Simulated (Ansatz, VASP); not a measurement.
## One calculation of RbIr, two programs

```xyz
2
Lattice="3.7993 0.0000 0.0000 0.0000 3.7993 0.0000 0.0000 0.0000 3.7993" Properties=species:S:1:pos:R:3 pbc="T T T"
Rb    0.0000    0.0000    0.0000
Ir    1.8997    1.8997    1.8997
```

Alike in both runs: functional PBE; k mesh 14 × 14 × 14; occupations gaussian, width 0.1 eV; no spin polarisation.

Ansatz relaxed the structure, and its values are those at the end. VASP's run is a single point on that final structure, the one shown.

|  | VASP | Ansatz |
| --- | --- | --- |
| version | VASP 6.6.1 | Ansatz 0.2.0 |
| potentials or method | VASP PAW PBE potentials, release 64 (Rb_sv, Ir), cutoff 500 eV | scalar-relativistic, plane waves, PAW |
| valence electrons in the cell | 18 | 26 |

Ansatz gave:

| Item | Value |
| --- | --- |
| gap on the k mesh at the Fermi level (eV) | none |
| pressure (GPa) | 0.0 |

Question: Which values does VASP return?

Answer: gap on the k mesh at the Fermi level (eV): none; pressure (GPa): 0.1.

A gap of «none» marks a metal or a gap that the smearing closes. The functional is the same, so the differences come from potentials, cutoffs and numerics. VASP's potentials hold 18 valence electrons a cell and Ansatz's 26, so a difference there can come from the potentials and not from the codes.

Neither program's run includes spin-orbit coupling.
